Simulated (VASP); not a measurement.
# Fe (Pm-3m) in VASP: relaxation of cell and atoms with r2SCAN

Aim: the relaxation of cell and atoms of Fe with r2SCAN.

Program: VASP 6.6.1. These are calculated values, not measurements. Logs are shortened: lines on timing, memory, paths and dates and some standing lists are left out, and cuts for length are marked.

### 1 The cell of the first run

Symmetry: Pm-3m, No. 221, cubic system. Conventional cell: a = 2.334 Å, b = 2.334 Å, c = 2.334 Å, α = 90.00°, β = 90.00°, γ = 90.00°. Fe (site symmetry m-3m) has 6 Fe at 2.33 Å within 3.1 Å.

This isn't the form of Fe at room conditions, which is bcc.

### 2 Relaxation of cell and atoms, r2SCAN, collinear spin, antiferromagnetic start

Input file POSCAR:

```
Fe
1.0
    0.0000000000      2.3342634294      2.3342634294
    2.3342634294      0.0000000000      2.3342634294
    2.3342634294      2.3342634294      0.0000000000
Fe
2
Direct
    0.0000000000      0.0000000000      0.0000000000
    0.5000000000      0.5000000000      0.5000000000
```

Input file INCAR.step1:

```
SYSTEM = Fe
PREC = Accurate
ENCUT = 600
ISMEAR = -1
SIGMA = 0.05
LREAL = .FALSE.
LASPH = .TRUE.
NELM = 150
ISPIN = 2
MAGMOM = 2.5 -2.5
LMAXMIX = 4
GGA = PE
ALGO = Normal
EDIFF = 1E-4
LWAVE = .TRUE.
LCHARG = .FALSE.
```

Input file INCAR.step2:

```
SYSTEM = Fe
PREC = Accurate
ENCUT = 600
EDIFF = 1E-7
ISMEAR = -1
SIGMA = 0.05
LREAL = .FALSE.
LASPH = .TRUE.
NELM = 150
ALGO = Normal
ISIF = 3
LWAVE = .FALSE.
LCHARG = .FALSE.
ISPIN = 2
MAGMOM = 2.5 -2.5
LORBIT = 11
LMAXMIX = 4
METAGGA = R2SCAN
LMIXTAU = .TRUE.
IBRION = 2
NSW = 80
EDIFFG = -0.01
ISTART = 1
```

Input file KPOINTS:

```
Automatic mesh
0
G
  12 12 12
  0 0 0
```

Potentials or basis: VASP PAW PBE potentials, release 64 (Fe).

On the command line:

```
$ cat potpaw_PBE.64/Fe/POTCAR > POTCAR
$ cp INCAR.step1 INCAR
$ mpirun -np 1 vasp_std > vasp.out
$ cp INCAR.step2 INCAR
$ mpirun -np 1 vasp_std > vasp.out
```

OUTCAR:

```text
SYSTEM = Fe
   PREC = Accurate
   ENCUT = 600
   EDIFF = 1E-7
   ISMEAR = -1
   LREAL = .FALSE.
   LASPH = .TRUE.
   NELM = 150
   ISIF = 3
   ISPIN = 2
   LORBIT = 11
   METAGGA = R2SCAN
   IBRION = 2
   NSW = 80
   EDIFFG = -0.01
   ISTART = 1

 ion  position               nearest neighbor table
   1  0.000  0.000  0.000-   2 2.33   2 2.33   2 2.33   2 2.33   2 2.33   2 2.33
   2  0.500  0.500  0.500-   1 2.33   1 2.33   1 2.33   1 2.33   1 2.33   1 2.33

  LATTYP: Found a face centered cubic cell.
 ALAT       =     4.6685268588

  Lattice vectors:

 A1 = (   0.0000000000,   2.3342634294,   2.3342634294)
 A2 = (   2.3342634294,   0.0000000000,   2.3342634294)
 A3 = (   2.3342634294,   2.3342634294,   0.0000000000)

Analysis of symmetry for initial positions (statically):
=====================================================================
 Subroutine PRICEL returns following result:

  LATTYP: Found a simple cubic cell.
 ALAT       =     2.3342634294
[... 12 lines left out ...]
 Subroutine GETGRP returns: Found 48 space group operations
 (whereof 48 operations were pure point group operations)
 out of a pool of 48 trial point group operations.

The static configuration has the point symmetry O_h .

Analysis of symmetry for dynamics (positions and initial velocities):
=====================================================================
 Subroutine PRICEL returns following result:

  LATTYP: Found a simple cubic cell.
 ALAT       =     2.3342634294
[... 12 lines left out ...]
 Subroutine GETGRP returns: Found 48 space group operations
 (whereof 48 operations were pure point group operations)
 out of a pool of 48 trial point group operations.

The dynamic configuration has the point symmetry O_h .

Analysis of structural, dynamic, and magnetic symmetry:
=====================================================================
 Subroutine PRICEL returns following result:

  LATTYP: Found a simple cubic cell.
 ALAT       =     2.3342634294
[... 12 lines left out ...]
 Subroutine GETGRP returns: Found 48 space group operations
 (whereof 48 operations were pure point group operations)
 out of a pool of 48 trial point group operations.

The overall configuration has the point symmetry O_h .

 Subroutine INISYM returns: Found 48 space group operations
 (whereof 48 operations are pure point group operations),
 and found     2 'primitive' translations

----------------------------------------------------------------------------------------

                                     Primitive cell

  volume of cell :      12.7189

  direct lattice vectors                    reciprocal lattice vectors
    -2.334263429  0.000000000  0.000000000    -0.428400663  0.000000000  0.000000000
     0.000000000  0.000000000  2.334263429     0.000000000  0.000000000  0.428400663
     0.000000000  2.334263429  0.000000000     0.000000000  0.428400663  0.000000000

  length of vectors
     2.334263429  2.334263429  2.334263429     0.428400663  0.428400663  0.428400663

  position of ions in fractional coordinates (direct lattice)
     0.000000000  0.000000000  0.000000000

  ion indices of the primitive-cell ions
   primitive index   ion index
                 1           1

----------------------------------------------------------------------------------------

 KPOINTS: Automatic mesh

Automatic generation of k-mesh.
 Grid dimensions read from file:
 generate k-points for:   12   12   12

 Generating k-lattice:

  Cartesian coordinates                     Fractional coordinates (reciprocal lattice)
    -0.017850028  0.017850028  0.017850028     0.083333333  0.000000000  0.000000000
     0.017850028 -0.017850028  0.017850028     0.000000000  0.083333333  0.000000000
     0.017850028  0.017850028 -0.017850028     0.000000000  0.000000000  0.083333333

  Length of vectors
     0.030917155  0.030917155  0.030917155

  Shift w.r.t. Gamma in fractional coordinates (k-lattice)
     0.000000000  0.000000000  0.000000000

 Subroutine IBZKPT returns following result:
 ===========================================

 Found     72 irreducible k-points:

 Following reciprocal coordinates:
            Coordinates               Weight
  0.000000  0.000000  0.000000      1.000000
  0.083333  0.000000  0.000000      8.000000
  0.166667  0.000000  0.000000      8.000000
  0.250000  0.000000  0.000000      8.000000
  0.333333  0.000000  0.000000      8.000000
  0.416667  0.000000  0.000000      8.000000
[... 16 lines left out ...]
  0.500000  0.166667  0.000000     24.000000
 -0.416667  0.166667  0.000000     24.000000
 [... further k-points ...]
   k-points           NKPTS =     72   k-points in BZ     NKDIM =     72   number of bands    NBANDS=     12
   number of dos      NEDOS =    301   number of ions     NIONS =      2
   total plane-waves  NPLWV =  21952
   dimension x,y,z NGX =    28 NGY =   28 NGZ =   28
   dimension x,y,z NGXF=    56 NGYF=   56 NGZF=   56
   ions per type =               2
   NGX,Y,Z   is equivalent  to a cutoff of  14.10, 14.10, 14.10 a.u.
   NGXF,Y,Z  is equivalent  to a cutoff of  28.20, 28.20, 28.20 a.u.
 SYSTEM =  Fe
   PREC   = accura    normal or accurate (medium, high low for compatibility)
   ISTART =      1    job   : 0-new  1-cont  2-samecut
   ICHARG =      0    charge: 1-file 2-atom 10-const
   ISPIN  =      2    spin polarized calculation?
   LNONCOLLINEAR =      F non collinear calculations
   LSORBIT =      F    spin-orbit coupling
   LASPH  =      T    aspherical Exc in radial PAW
   ENCUT  =  600.0 eV  44.10 Ry    6.64 a.u.   6.59  6.59  6.59*2*pi/ulx,y,z
   NELM   =    150;   NELMIN=  2; NELMDL=  0     # of ELM steps
   EDIFF  = 0.1E-06   stopping-criterion for ELM
   LREAL  =      F    real-space projection
   EDIFFG = -.1E-01   stopping-criterion for IOM
   NSW    =     80    number of steps for IOM
   IBRION =      2    ionic relax: 0-MD 1-quasi-New 2-CG
   NFREE  =      1    steps in history (QN), initial steepest desc. (CG)
   ISIF   =      3    stress and relaxation
   ISYM   =      2    0-nonsym 1-usesym 2-fastsym
   POTIM  = 0.5000    time-step for ionic-motion
   TEBEG  =    0.0;   TEEND  =   0.0 temperature during run
   PSTRESS=    0.0 pullay stress
   NELECT =      16.0000    total number of electrons
   NUPDOWN=      -1.0000    fix difference up-down
   EMIN   =  10.00;   EMAX   =-10.00  energy-range for DOS
   EFERMI =   0.00;   METHOD = LEGACY
   ISMEAR =    -1;   SIGMA  =   0.05  broadening in eV -4-tet -1-fermi 0-gaus
   EFERMI_NEDOS =   21; number of points for ismear=-14 and -15
   IALGO  =     38    algorithm
   IMIX   =      4    mixing-type and parameters
     AMIX     =   0.40;   BMIX     =  1.00
     AMIX_MAG =   1.60;   BMIX_MAG =  1.00
  volume/ion in A,a.u.               =      12.72        85.83
  Fermi-wavevector in a.u.,A,eV,Ry     =   1.402668  2.650659 26.769166  1.967478
  Thomas-Fermi vector in A             =   2.525407
   LORBIT       =     11    0 simple, 1 ext, 2 COOP (PROOUT), +10 PAW based schemes
   METAGGA = R2SCAN    functional components
   LHFCALC =     F    Hartree Fock is set to
   AEXX    =    0.0000 exact exchange contribution
   IVDW    =     0    specifies the selected vdW correction
   LEPSILON=     F    determine dielectric tensor
   LRPA    =     F    only Hartree local field effects (RPA)
 conjugate gradient relaxation of ions
 spin polarized calculation
  energy-cutoff  :      600.00
  volume of cell :       25.44
 maximum number of plane-waves:       881
   NGX = 13   NGY = 13   NGZ = 13

--------------------------------------- Ionic step        1  -------------------------------------------

 number of electron      16.0000005 magnetization       0.0000000

 number of electron      16.0000005 magnetization      -0.0000000

 Free energy of the ion-electron system (eV)
  ---------------------------------------------------
  ext. energy  EPLUGINS =         0.00000000
  ---------------------------------------------------
  free energy    TOTEN  =       -26.34555788 eV

  energy without entropy =      -26.32397182  energy(sigma->0) =      -26.33476485

------------------------ aborting loop because EDIFF is reached ----------------------------------------

  FORCE on cell =-STRESS in cart. coord.  units (eV):
  Direction    XX          YY          ZZ          XY          YZ          ZX
  --------------------------------------------------------------------------------------
  -------------------------------------------------------------------------------------
  Total        2.4779109      2.4779109      2.4779109      0.0000000     -0.0000000      0.0000000
  in kB      156.0690075    156.0690075    156.0690075      0.0000000     -0.0000000      0.0000000
  external PRESSURE =     156.0690075 kB  Pullay stress =       0.0000000 kB
[... 63 lines left out ...]
 number of electron      16.0000008 magnetization      -0.0000000

 number of electron      16.0000008 magnetization       0.0000000

 Free energy of the ion-electron system (eV)
  ---------------------------------------------------
  ext. energy  EPLUGINS =         0.00000000
  ---------------------------------------------------
  free energy    TOTEN  =       -26.48966683 eV

  energy without entropy =      -26.47021766  energy(sigma->0) =      -26.47994225

 E-fermi :   4.5589     XC(G=0): -12.6556

 val. band max:        4.5392534940   @ k =   0.4167   0.2500   0.0833
 cond. band min:       4.5751083810   @ k =  -0.3333   0.4167   0.0833
 fundamental gap:      0.0358548870
 Fermi energy:         4.5589296480

 spin component 1

 k-point     1 :       0.0000    0.0000    0.0000
  band No.  band energies     occupation
      1      -3.7970      1.00000
      2       0.2820      1.00000
      3       0.2820      1.00000
      4       0.2825      1.00000
      5       0.3694      1.00000
      6       0.3707      1.00000
      7       5.4032      0.00000
      8       5.4081      0.00000
      9       5.7723      0.00000
     10       5.7724      0.00000
     11       5.7744      0.00000
     12      15.5179      0.00000
[... 333 lines left out ...]
      1      -0.3623      1.00000
      2       0.4572      1.00000
      3       0.8330      1.00000
      4       0.9501      1.00000
      5       1.5422      1.00000
      6       2.2693      1.00000
      7       2.5062      1.00000
      8       3.3079      1.00000
      9       4.0311      0.99997
     10       5.7211      0.00000
     11       5.7505      0.00000
     12       6.7737      0.00000

 [... further k-points ...]

 spin component 2

 k-point     1 :       0.0000    0.0000    0.0000
  band No.  band energies     occupation
      1      -3.7970      1.00000
      2       0.2820      1.00000
      3       0.2820      1.00000
      4       0.2825      1.00000
      5       0.3694      1.00000
      6       0.3707      1.00000
      7       5.4032      0.00000
      8       5.4081      0.00000
      9       5.7723      0.00000
     10       5.7724      0.00000
     11       5.7744      0.00000
     12      15.5185      0.00000
[... 374 lines left out ...]
  FREE ENERGIE OF THE ION-ELECTRON SYSTEM (eV)
  ---------------------------------------------------
  free  energy   TOTEN  =       -26.4896668318 eV

  energy  without entropy=      -26.4702176586  energy(sigma->0) =      -26.47994225

 reached required accuracy - stopping structural energy minimisation

 total charge

# of ion       s       p       d       tot
------------------------------------------
    1        0.499   0.463   6.088   7.050
    2        0.499   0.463   6.088   7.050
--------------------------------------------------
tot          0.998   0.926  12.175  14.099

 magnetization (x)

# of ion       s       p       d       tot
------------------------------------------
    1        0.083   0.055   2.683   2.821
    2       -0.083  -0.055  -2.683  -2.821
--------------------------------------------------
tot          0.000   0.000   0.000   0.000
```

It took 5.3 min on 1 thread of Intel Xeon 6975P-C (Granite Rapids), shared host; peak memory 0.21 GiB.

What came out:

```
Free energy                                           : -26.4897 eV
Relaxed volume                                        : 14.36 Å³/atom
Relaxed cell                                          : a = 3.438 Å, b = 3.438 Å, c = 3.438 Å, α = 60.00°, β = 60.00°, γ = 60.00°
Space group after relaxing (to 0.1 Å)                 : Pm-3m (No. 221)
Energy gained by relaxing                             : 72.1 meV/atom
Ionic steps                                           : 3
Pressure after relaxing                               : 0.1 GPa
Band gap on the k mesh                                : zero (filled and empty bands overlap)
Net moment                                            : 0.00 μB per cell
Site moments                                          : Fe +2.82, -2.82 μB
Valence electrons inside the program's atomic spheres : Fe 7.05
```

Step by step:
```csv
step,energy change (eV),largest force (eV/Å),pressure (GPa),volume (Å³)
1,0.0000,0.0000,15.61,25.44
2,-0.1215,0.0000,-4.49,30.28
3,-0.1441,0.0000,0.08,28.73
```

Final structure:
```
CELL_PARAMETERS angstrom
0.00000 2.43083 2.43083
2.43083 0.00000 2.43083
2.43083 2.43083 0.00000
ATOMIC_POSITIONS crystal
Fe 0.00000 0.00000 0.00000
Fe 0.50000 0.50000 0.50000
```

Caveat: the antiferromagnetic order is the one typed at the start, and another may lie lower; the PAW data sets were made with another functional, which shifts forces and pressure a little.

The gap in the log of VASP goes by the Fermi energy; the results here count the filled bands.